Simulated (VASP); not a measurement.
Input of a VASP 6.6.1 run:

The input INCAR:

```
  ALGO = Normal
  EDIFF = 1E-7
  ENCUT = 520
  GGA = PE
  ISIF = 2
  ISMEAR = 0
  LASPH = True
  LCHARG = False
  LREAL = False
  LWAVE = False
  NBANDS = 28
  NELM = 100
  PREC = Accurate
  SIGMA = 0.1
```

File KPOINTS:

```
k-points
0
Gamma
  4 4 4
```

The input POSCAR:

```
La3O
1.0
   -2.8975282535      2.8975282535      2.8984755943
    2.8975282535     -2.8975282535      2.8984755943
    2.8975282535      2.8975282535     -2.8984755943
La O
3 1
Direct
    0.5000000000      0.0000000000      0.5000000000
    0.0000000000      0.5000000000      0.5000000000
    0.0000000000      0.0000000000      0.0000000000
    0.5000000000      0.5000000000      0.0000000000
```

Potentials or basis: VASP PAW PBE potentials, release 64 (La, O).

The run is started by

```console
$ cat potpaw_PBE.64/La/POTCAR potpaw_PBE.64/O/POTCAR > POTCAR
$ mpirun -np 1 vasp_std > vasp.out
```

(1) What does it give for the pressure?

## Answers

(1) -0.1 GPa.

Caveat: the k points lie up to 0.38 Å⁻¹ apart; an odd number of electrons without spin polarisation forces a metal; a magnetic or distorted state may lie lower.
